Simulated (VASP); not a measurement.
Set up this calculation in VASP 6.6.1, as the native input.

```
Task                   : single point
Functional             : PBE
Potentials or basis    : VASP PAW PBE potentials, release 64 (Pt)
Cutoff                 : 520 eV
k mesh                 : 18 × 18 × 10
Occupations            : gaussian, width 0.15 eV
Spin                   : no spin polarisation
Dipole correction      : no
Further INCAR settings : ALGO = Normal; EDIFF = 1e-07; NBANDS = 17
```

The structure of Pt lies in POSCAR:

```
Pt
1.0
    2.9034000000      0.0000000000      0.0000000000
   -1.4517000000      2.5144181573      0.0000000000
    0.0000000000      0.0000000000      4.9607000000
Pt
2
Direct
    0.6666666667      0.3333333333      0.7500000000
    0.3333333333      0.6666666667      0.2500000000
```

These files were run (other wordings do the same):

INCAR

```
PREC = Accurate
ENCUT = 520
EDIFF = 1E-7
ISMEAR = 0
SIGMA = 0.15
LREAL = False
LASPH = True
NELM = 60
ALGO = Normal
ISIF = 2
LWAVE = False
LCHARG = False
GGA = PE
NBANDS = 17
```

KPOINTS

```
Automatic mesh
0
Gamma
  18 18 10
```

Potentials or basis: VASP PAW PBE potentials, release 64 (Pt).

Command:

```sh
$ cat potpaw_PBE.64/Pt/POTCAR > POTCAR
$ mpirun -np 1 vasp_std > vasp.out
```

It gave:

- Pressure: -23.3 GPa
- Band gap on the k mesh: zero (band 10 reaches 8.39 eV, above the bottom of band 11 at 7.41 eV)

Caveat: spin-orbit coupling is left out, which moves the levels of the heavy elements.

Wall time 40 s on 1 thread of Intel(R) Xeon(R) 6975P-C (Granite Rapids) (shared host), peak memory 0.24 GiB.
